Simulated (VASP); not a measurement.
# MgSe2 (Pa-3) in VASP: relaxation of cell and atoms with r2SCAN

Aim: the relaxation of cell and atoms of MgSe2 with r2SCAN.

Everything below comes from runs of VASP 6.6.1. Logs are shortened: lines on timing, memory, paths and dates and some standing lists are left out, and cuts for length are marked.

## 1. The cell of the first run

It takes space group Pa-3 (No. 205, cubic). Conventional cell: a = 6.460 Å, b = 6.460 Å, c = 6.460 Å, α = 90.00°, β = 90.00°, γ = 90.00°. Mg (site symmetry -3) has 6 Se at 2.72 Å within 3.6 Å. Se (site symmetry 3) has 1 Se at 2.38 Å and 3 Mg at 2.72 Å within 3.1 Å.

## 2. Relaxation of cell and atoms, r2SCAN

POSCAR reads:

```
MgSe2
1.0
    6.4599980000      0.0000000000      0.0000000000
    0.0000000000      6.4599980000      0.0000000000
    0.0000000000      0.0000000000      6.4599980000
Mg Se
4 8
Direct
    0.5000000000      0.5000000000      0.0000000000
    0.5000000000      0.0000000000      0.5000000000
    0.0000000000      0.5000000000      0.5000000000
    0.0000000000      0.0000000000      0.0000000000
    0.1062030000      0.8937970000      0.3937970000
    0.8937970000      0.3937970000      0.1062030000
    0.3937970000      0.1062030000      0.8937970000
    0.6062030000      0.6062030000      0.6062030000
    0.8937970000      0.1062030000      0.6062030000
    0.1062030000      0.6062030000      0.8937970000
    0.6062030000      0.8937970000      0.1062030000
    0.3937970000      0.3937970000      0.3937970000
```

INCAR.step1 reads:

```
SYSTEM = MgSe2
PREC     = Accurate       ! precision mode
ENCUT    = 600            ! plane-wave cutoff, eV
ISMEAR   = 0              ! smearing method
SIGMA    = 0.02           ! smearing width, eV
LREAL    = .False.        ! projectors in reciprocal space
LASPH    = .True.         ! aspherical terms in the spheres
NELM     = 100            ! most SCF steps
GGA      = PE             ! functional
ALGO     = Normal         ! electronic algorithm
EDIFF    = 1E-4           ! SCF threshold, eV
LWAVE    = .True.         ! write WAVECAR
LCHARG   = .False.        ! write CHGCAR
```

INCAR.step2 reads:

```
SYSTEM = MgSe2
PREC     = Accurate       ! precision mode
ENCUT    = 600            ! plane-wave cutoff, eV
EDIFF    = 1E-7           ! SCF threshold, eV
ISMEAR   = 0              ! smearing method
SIGMA    = 0.02           ! smearing width, eV
LREAL    = .False.        ! projectors in reciprocal space
LASPH    = .True.         ! aspherical terms in the spheres
NELM     = 100            ! most SCF steps
ALGO     = Normal         ! electronic algorithm
ISIF     = 3              ! what is computed and relaxed
LWAVE    = .False.        ! write WAVECAR
LCHARG   = .False.        ! write CHGCAR
METAGGA  = R2SCAN         ! meta-GGA
LMIXTAU  = .True.       
IBRION   = 2              ! ionic algorithm
NSW      = 70             ! ionic steps
EDIFFG   = -0.02          ! ionic threshold
ISTART   = 1
```

KPOINTS reads:

```
regular mesh
0
Gamma
  4 4 4
  0 0 0
```

Potentials or basis: VASP PAW PBE potentials, release 64 (Mg, Se).

Run with:

```
> cat potpaw_PBE.64/Mg/POTCAR potpaw_PBE.64/Se/POTCAR > POTCAR
> cp INCAR.step1 INCAR
> mpirun -np 1 vasp_std > vasp.out
> cp INCAR.step2 INCAR
> mpirun -np 1 vasp_std > vasp.out
```

OUTCAR:

```text
SYSTEM = MgSe2
   PREC = Accurate
   ENCUT = 600
   EDIFF = 1E-7
   ISMEAR = 0
   LREAL = .False.
   LASPH = .True.
   NELM = 100
   ISIF = 3
   METAGGA = R2SCAN
   IBRION = 2
   NSW = 70
   EDIFFG = -0.02
   ISTART = 1

 ion  position               nearest neighbor table
   1  0.500  0.500  0.000-   6 2.72   7 2.72   8 2.72  10 2.72  11 2.72  12 2.72
   2  0.500  0.000  0.500-   5 2.72   7 2.72   8 2.72   9 2.72  11 2.72  12 2.72
   3  0.000  0.500  0.500-   5 2.72   6 2.72   8 2.72   9 2.72  10 2.72  12 2.72
   4  0.000  0.000  0.000-   5 2.72   6 2.72   7 2.72   9 2.72  10 2.72  11 2.72
   5  0.106  0.894  0.394-   9 2.38   3 2.72   4 2.72   2 2.72
   6  0.894  0.394  0.106-  10 2.38   3 2.72   4 2.72   1 2.72
   7  0.394  0.106  0.894-  11 2.38   2 2.72   4 2.72   1 2.72
   8  0.606  0.606  0.606-  12 2.38   2 2.72   3 2.72   1 2.72
   9  0.894  0.106  0.606-   5 2.38   3 2.72   4 2.72   2 2.72
  10  0.106  0.606  0.894-   6 2.38   3 2.72   4 2.72   1 2.72
  11  0.606  0.894  0.106-   7 2.38   2 2.72   4 2.72   1 2.72
  12  0.394  0.394  0.394-   8 2.38   2 2.72   3 2.72   1 2.72

  LATTYP: Found a simple cubic cell.
 ALAT       =     6.4599980000

  Lattice vectors:

 A1 = (   6.4599980000,   0.0000000000,   0.0000000000)
 A2 = (   0.0000000000,   6.4599980000,   0.0000000000)
 A3 = (   0.0000000000,   0.0000000000,   6.4599980000)

Analysis of symmetry for initial positions (statically):
=====================================================================
 Subroutine PRICEL returns:
 Original cell was already a primitive cell.

 Routine SETGRP: Setting up the symmetry group for a
 simple cubic supercell.

 Subroutine GETGRP returns: Found 24 space group operations
 (whereof  6 operations were pure point group operations)
 out of a pool of 48 trial point group operations.

The static configuration has the point symmetry S_6 .
 The point group associated with its full space group is T_h .

Analysis of symmetry for dynamics (positions and initial velocities):
=====================================================================
 Subroutine PRICEL returns:
 Original cell was already a primitive cell.

 Routine SETGRP: Setting up the symmetry group for a
 simple cubic supercell.

 Subroutine GETGRP returns: Found 24 space group operations
 (whereof  6 operations were pure point group operations)
 out of a pool of 48 trial point group operations.

The dynamic configuration has the point symmetry S_6 .
 The point group associated with its full space group is T_h .

 Subroutine INISYM returns: Found 24 space group operations
 (whereof  6 operations are pure point group operations),
 and found     1 'primitive' translations

----------------------------------------------------------------------------------------

                                     Primitive cell

  volume of cell :     269.5859

  direct lattice vectors                    reciprocal lattice vectors
     6.459998000  0.000000000  0.000000000     0.154798810  0.000000000  0.000000000
     0.000000000  6.459998000  0.000000000     0.000000000  0.154798810  0.000000000
     0.000000000  0.000000000  6.459998000     0.000000000  0.000000000  0.154798810

  length of vectors
     6.459998000  6.459998000  6.459998000     0.154798810  0.154798810  0.154798810

  position of ions in fractional coordinates (direct lattice)
     0.500000000  0.500000000  0.000000000
     0.500000000  0.000000000  0.500000000
     0.000000000  0.500000000  0.500000000
     0.000000000  0.000000000  0.000000000
     0.106203000  0.893797000  0.393797000
     0.893797000  0.393797000  0.106203000
     0.393797000  0.106203000  0.893797000
     0.606203000  0.606203000  0.606203000
     0.893797000  0.106203000  0.606203000
     0.106203000  0.606203000  0.893797000
     0.606203000  0.893797000  0.106203000
     0.393797000  0.393797000  0.393797000

  ion indices of the primitive-cell ions
   primitive index   ion index
                 1           1
                 2           2
                 3           3
                 4           4
                 5           5
                 6           6
                 7           7
                 8           8
                 9           9
                10          10
                11          11
                12          12

----------------------------------------------------------------------------------------

 KPOINTS: regular mesh

Automatic generation of k-mesh.
 Grid dimensions read from file:
 generate k-points for:    4    4    4

 Generating k-lattice:

  Cartesian coordinates                     Fractional coordinates (reciprocal lattice)
     0.038699702  0.000000000  0.000000000     0.250000000  0.000000000  0.000000000
     0.000000000  0.038699702  0.000000000     0.000000000  0.250000000  0.000000000
     0.000000000  0.000000000  0.038699702     0.000000000  0.000000000  0.250000000

  Length of vectors
     0.038699702  0.038699702  0.038699702

  Shift w.r.t. Gamma in fractional coordinates (k-lattice)
     0.000000000  0.000000000  0.000000000

 Subroutine IBZKPT returns following result:
 ===========================================

 Found     11 irreducible k-points:

 Following reciprocal coordinates:
            Coordinates               Weight
  0.000000  0.000000  0.000000      1.000000
  0.250000  0.000000  0.000000      6.000000
  0.500000  0.000000  0.000000      3.000000
  0.250000  0.250000  0.000000     12.000000
  0.500000  0.250000  0.000000      6.000000
 -0.250000  0.500000  0.000000      6.000000
  0.500000  0.500000  0.000000      3.000000
  0.250000  0.250000  0.250000      8.000000
  0.500000  0.250000  0.250000     12.000000
  0.500000  0.500000  0.250000      6.000000
  0.500000  0.500000  0.500000      1.000000
   k-points           NKPTS =     11   k-points in BZ     NKDIM =     11   number of bands    NBANDS=     35
   number of dos      NEDOS =    301   number of ions     NIONS =     12
   total plane-waves  NPLWV = 157464
   dimension x,y,z NGX =    54 NGY =   54 NGZ =   54
   dimension x,y,z NGXF=   108 NGYF=  108 NGZF=  108
   ions per type =               4   8
   NGX,Y,Z   is equivalent  to a cutoff of  13.90, 13.90, 13.90 a.u.
   NGXF,Y,Z  is equivalent  to a cutoff of  27.79, 27.79, 27.79 a.u.
 SYSTEM =  MgSe2
   PREC   = accura    normal or accurate (medium, high low for compatibility)
   ISTART =      1    job   : 0-new  1-cont  2-samecut
   ICHARG =      0    charge: 1-file 2-atom 10-const
   ISPIN  =      1    spin polarized calculation?
   LNONCOLLINEAR =      F non collinear calculations
   LSORBIT =      F    spin-orbit coupling
   LASPH  =      T    aspherical Exc in radial PAW
   ENCUT  =  600.0 eV  44.10 Ry    6.64 a.u.  12.90 12.90 12.90*2*pi/ulx,y,z
   NELM   =    100;   NELMIN=  2; NELMDL=  0     # of ELM steps
   EDIFF  = 0.1E-06   stopping-criterion for ELM
   LREAL  =      F    real-space projection
   EDIFFG = -.2E-01   stopping-criterion for IOM
   NSW    =     70    number of steps for IOM
   IBRION =      2    ionic relax: 0-MD 1-quasi-New 2-CG
   NFREE  =      1    steps in history (QN), initial steepest desc. (CG)
   ISIF   =      3    stress and relaxation
   ISYM   =      2    0-nonsym 1-usesym 2-fastsym
   POTIM  = 0.5000    time-step for ionic-motion
   TEBEG  =    0.0;   TEEND  =   0.0 temperature during run
   PSTRESS=    0.0 pullay stress
   NELECT =      56.0000    total number of electrons
   NUPDOWN=      -1.0000    fix difference up-down
   EMIN   =  10.00;   EMAX   =-10.00  energy-range for DOS
   EFERMI =   0.00;   METHOD = LEGACY
   ISMEAR =     0;   SIGMA  =   0.02  broadening in eV -4-tet -1-fermi 0-gaus
   EFERMI_NEDOS =   21; number of points for ismear=-14 and -15
   IALGO  =     38    algorithm
   IMIX   =      4    mixing-type and parameters
     AMIX     =   0.40;   BMIX     =  1.00
     AMIX_MAG =   1.60;   BMIX_MAG =  1.00
  volume/ion in A,a.u.               =      22.47       151.60
  Fermi-wavevector in a.u.,A,eV,Ry     =   0.969554  1.832190 12.789940  0.940034
  Thomas-Fermi vector in A             =   2.099616
   LORBIT       =      0    0 simple, 1 ext, 2 COOP (PROOUT), +10 PAW based schemes
   METAGGA = R2SCAN    functional components
   LHFCALC =     F    Hartree Fock is set to
   AEXX    =    0.0000 exact exchange contribution
   IVDW    =     0    specifies the selected vdW correction
   LEPSILON=     F    determine dielectric tensor
   LRPA    =     F    only Hartree local field effects (RPA)
 conjugate gradient relaxation of ions
 non-spin polarized calculation
 Gauss-broadening in eV      SIGMA  =   0.02
  energy-cutoff  :      600.00
  volume of cell :      269.59
 maximum number of plane-waves:      9045
 NGX is ok and might be reduce to    54
   NGX = 25   NGY = 25   NGZ = 25

 number of electron      56.0000006 magnetization

 Free energy of the ion-electron system (eV)
  ---------------------------------------------------
  ext. energy  EPLUGINS =         0.00000000
  ---------------------------------------------------
  free energy    TOTEN  =      -143.01234060 eV

  energy without entropy =     -143.01234060  energy(sigma->0) =     -143.01234060

 E-fermi :   2.8695     XC(G=0):  -9.6547

 val. band max:        2.7575979136   @ k =   0.2500   0.0000   0.0000
 cond. band min:       4.8362092038   @ k =   0.2500   0.2500   0.2500
 fundamental gap:      2.0786112901
 Fermi energy:         2.8694793571

 k-point     1 :       0.0000    0.0000    0.0000
  band No.  band energies     occupation
      1     -12.0910      2.00000
      2     -11.2049      2.00000
      3     -11.2049      2.00000
      4     -11.2049      2.00000
      5      -8.7874      2.00000
      6      -8.7874      2.00000
[... 27 lines left out ...]
     34       9.3141      0.00000
     35       9.3142      0.00000
[... 349 lines left out ...]
      5      -8.7647      2.00000
      6      -8.7647      2.00000
[... 27 lines left out ...]
     34       8.0169      0.00000
     35       8.0169      0.00000

------------------------ aborting loop because EDIFF is reached ----------------------------------------

  FORCE on cell =-STRESS in cart. coord.  units (eV):
  Direction    XX          YY          ZZ          XY          YZ          ZX
  --------------------------------------------------------------------------------------
  -------------------------------------------------------------------------------------
  Total        0.1879697      0.1879697      0.1879697      0.0000000      0.0000000      0.0000000
  in kB        1.1171235      1.1171235      1.1171235      0.0000000      0.0000000      0.0000000
  external PRESSURE =       1.1171235 kB  Pullay stress =       0.0000000 kB

 VOLUME and BASIS-vectors are now :
 -----------------------------------------------------------------------------
  energy-cutoff  :      600.00
  volume of cell :      269.59
      direct lattice vectors                 reciprocal lattice vectors
     6.459998000  0.000000000  0.000000000     0.154798810  0.000000000  0.000000000
     0.000000000  6.459998000  0.000000000     0.000000000  0.154798810  0.000000000
     0.000000000  0.000000000  6.459998000     0.000000000  0.000000000  0.154798810

 POSITION                                       TOTAL-FORCE (eV/Angst)
 -----------------------------------------------------------------------------------
      3.23000      3.23000      0.00000         0.000000      0.000000     -0.000000
      3.23000      0.00000      3.23000         0.000000      0.000000     -0.000000
      0.00000      3.23000      3.23000         0.000000      0.000000     -0.000000
      0.00000      0.00000      0.00000         0.000000      0.000000     -0.000000
      0.68607      5.77393      2.54393         0.001859     -0.001859     -0.001859
      5.77393      2.54393      0.68607        -0.001859     -0.001859      0.001859
      2.54393      0.68607      5.77393        -0.001859      0.001859     -0.001859
      3.91607      3.91607      3.91607         0.001859      0.001859      0.001859
      5.77393      0.68607      3.91607        -0.001859      0.001859      0.001859
      0.68607      3.91607      5.77393         0.001859      0.001859     -0.001859
      3.91607      5.77393      0.68607         0.001859     -0.001859      0.001859
      2.54393      2.54393      2.54393        -0.001859     -0.001859     -0.001859
 -----------------------------------------------------------------------------------
    total drift:                               -0.000000     -0.000000     -0.000000

  FREE ENERGIE OF THE ION-ELECTRON SYSTEM (eV)
  ---------------------------------------------------
  free  energy   TOTEN  =      -143.0123406033 eV

  energy  without entropy=     -143.0123406033  energy(sigma->0) =     -143.01234060

 reached required accuracy - stopping structural energy minimisation
```

It took 12 min on 1 thread of Intel Xeon Platinum 8259CL at 2.50GHz (Skylake/Cascade Lake), shared host; peak memory 0.47 GiB.

Results:

```
Free energy                  : -143.0123 eV
Pressure after relaxing      : 0.1 GPa
Largest force after relaxing : 0.003 eV/Å
Band gap on the k mesh       : 2.08 eV, indirect (least direct gap 2.17 eV)
```

Forces on the atoms (eV/Å):
```
Mg   0.000  0.000  0.000
Mg   0.000  0.000  0.000
Mg   0.000  0.000  0.000
Mg   0.000  0.000  0.000
Se   0.002 -0.002 -0.002
Se  -0.002 -0.002  0.002
Se  -0.002  0.002 -0.002
Se   0.002  0.002  0.002
Se  -0.002  0.002  0.002
Se   0.002  0.002 -0.002
Se   0.002 -0.002  0.002
Se  -0.002 -0.002 -0.002
```

Final structure:
```xyz
12
Lattice="6.4600 0.0000 0.0000 0.0000 6.4600 0.0000 0.0000 0.0000 6.4600" Properties=species:S:1:pos:R:3 pbc="T T T"
Mg    3.2300    3.2300    0.0000
Mg    3.2300    0.0000    3.2300
Mg    0.0000    3.2300    3.2300
Mg    0.0000    0.0000    0.0000
Se    0.6861    5.7739    2.5439
Se    5.7739    2.5439    0.6861
Se    2.5439    0.6861    5.7739
Se    3.9161    3.9161    3.9161
Se    5.7739    0.6861    3.9161
Se    0.6861    3.9161    5.7739
Se    3.9161    5.7739    0.6861
Se    2.5439    2.5439    2.5439
```

Caveat: the relaxation stopped at its first step, so nothing moved; the PAW data sets were made with another functional, which shifts forces and pressure a little. r2SCAN opens gaps a little over a GGA but as a rule still falls short of measured ones.
